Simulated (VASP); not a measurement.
Input of a VASP 6.6.1 run:

Contents of INCAR:

```
PREC     = Accurate       # precision mode
ENCUT    = 520            # plane-wave cutoff, eV
EDIFF    = 1E-6           # SCF threshold, eV
ISMEAR   = -1             # smearing method
SIGMA    = 0.06122561905347299 # smearing width, eV
LREAL    = F              # projectors in reciprocal space
LASPH    = T              # aspherical terms in the spheres
NELM     = 60             # most SCF steps
ALGO     = Normal         # electronic algorithm
ISIF     = 2              # what is computed and relaxed
LWAVE    = F              # write WAVECAR
LCHARG   = F              # write CHGCAR
GGA      = PE             # functional
NBANDS   = 13             # bands
```

File KPOINTS:

```
regular mesh
0
Gamma
  21 21 21
```

POSCAR

```
W
1.0
    2.5880565217      0.0000000000      0.0000000000
    0.0000000000      2.5880565217      0.0000000000
    0.0000000000      0.0000000000      2.5880565217
W
1
Direct
    0.0000000000      0.0000000000      0.0000000000
```

Potentials or basis: VASP PAW PBE potentials, release 64 (W_sv).

Launch:

```bash
$ cat potpaw_PBE.64/W_sv/POTCAR > POTCAR
$ mpirun -np 1 vasp_std > vasp.out
```

Q: What does it give for the band gap on the k mesh?

A: Zero (band 7 reaches 12.07 eV, above the bottom of band 8 at 8.96 eV).

Q: Estimate the pressure.

A: 14.4 GPa.

Caveat: spin-orbit coupling is left out, which moves the levels of the heavy elements.
